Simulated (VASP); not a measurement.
A run of VASP 6.6.1:

Contents of INCAR:

```
SYSTEM = PtSe2
ALGO     = Normal         ! electronic algorithm
EDIFF    = 1E-7           ! SCF threshold, eV
ENCUT    = 520            ! plane-wave cutoff, eV
GGA      = PE             ! functional
ISIF     = 2              ! what is computed and relaxed
ISMEAR   = 0              ! smearing method
LASPH    = .True.         ! aspherical terms in the spheres
LCHARG   = .False.        ! write CHGCAR
LREAL    = .False.        ! projectors in reciprocal space
LWAVE    = .False.        ! write WAVECAR
NBANDS   = 18             ! bands
NELM     = 60             ! most SCF steps
PREC     = Accurate       ! precision mode
SIGMA    = 0.02           ! smearing width, eV
```

KPOINTS

```
k-points
0
Gamma
  12 12 4
  0 0 0
```

POSCAR

```
PtSe2
1.0
    3.7541819798      0.0000000000      0.0000000000
   -1.8770909899      3.2512169650      0.0000000000
    0.0000000000      0.0000000000      5.9194983988
Pt Se
1 2
Direct
    0.0000000000      0.0000000000      0.0000000000
    0.3333333333      0.6666666667      0.2203504449
    0.6666666667      0.3333333333      0.7796495551
```

Potentials or basis: VASP PAW PBE potentials, release 64 (Pt, Se).

Run with:

```console
$ cat potpaw_PBE.64/Pt/POTCAR potpaw_PBE.64/Se/POTCAR > POTCAR
$ mpirun -np 1 vasp_std > vasp.out
```

Hardware: 1 thread of AMD EPYC 7R13 (shared host).

Task: Estimate the wall time of this run.

Result: Run time: 2.5 min on 1 thread of AMD EPYC 7R13, on a shared host, peak memory 0.22 GiB. Counts: scf iterations 16, k points 69.
